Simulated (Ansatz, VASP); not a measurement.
# Y in VASP and in Ansatz

The input INCAR:

```
PREC = Accurate
ENCUT = 520
EDIFF = 1E-6
ISMEAR = -1
SIGMA = 0.1
LREAL = F
LASPH = T
NELM = 80
ALGO = Normal
ISIF = 2
LWAVE = F
LCHARG = T
GGA = PE
LELF = T
LVHAR = T
NBANDS = 18
```

File KPOINTS:

```
regular mesh
0
Gamma
  4 4 2
```

POSCAR

```
Y
1.0
    3.6535431712      0.0000000000      0.0000000000
   -1.8267715856      3.1640612001      0.0000000000
    0.0000000000      0.0000000000      5.6988610241
Y
2
Direct
    0.3333333333      0.6666666667      0.2500000000
    0.6666666667      0.3333333333      0.7500000000
```

Input for Ansatz:

```yaml
crystal:
  lattice:
    - [3.6535431712, 0.0, 0.0]
    - [-1.8267715856, 3.1640612001, 0.0]
    - [0.0, 0.0, 5.6988610241]
  atoms:
    - { symbol: "Y", position: [0.3333333333, 0.6666666667, 0.25] }
    - { symbol: "Y", position: [0.6666666667, 0.3333333333, 0.75] }
hamiltonian:
  xc: pbe
  pseudopotentials:
    kind: paw
    azcp:
      "Y": "pseudopotentials/Y.paw.azcp"
basis:
  ecutwfc: 420
  fft_grid_basis: typed
kpoints:
  mp_grid: { grid: [4, 4, 2], shift: [0, 0, 0] }
magnetization:
  spin_polarized: false
scf:
  occupations: { method: fermi_dirac, width: 0.1 }
  lower_state_search: "off"
output:
  stress: true
  write_density: true
  write_potential: true
  elf: true
  volumetric_format: npy
```

Alike in both runs: task single point; functional PBE; k mesh 4 × 4 × 2; occupations fermi-dirac, width 0.1 eV; no spin polarisation.

|  | VASP | Ansatz |
| --- | --- | --- |
| version | VASP 6.6.1 | Ansatz 0.2.0 |
| potentials or method | VASP PAW PBE potentials, release 64 (Y_sv), cutoff 520 eV | plane waves (420 eV) with PAW, scalar-relativistic |
| valence electrons in the cell | 22 | 22 |

|  | VASP | Ansatz | Ansatz less VASP |
| --- | --- | --- | --- |
| pressure (GPa) | 0.6 | 0.7 | +0.11 |
| traceless stress, the component that is largest in VASP (GPa) | 0.49 | 0.50 | +0.011 |

The k mesh is coarse, so the values compare programs but aren't converged.
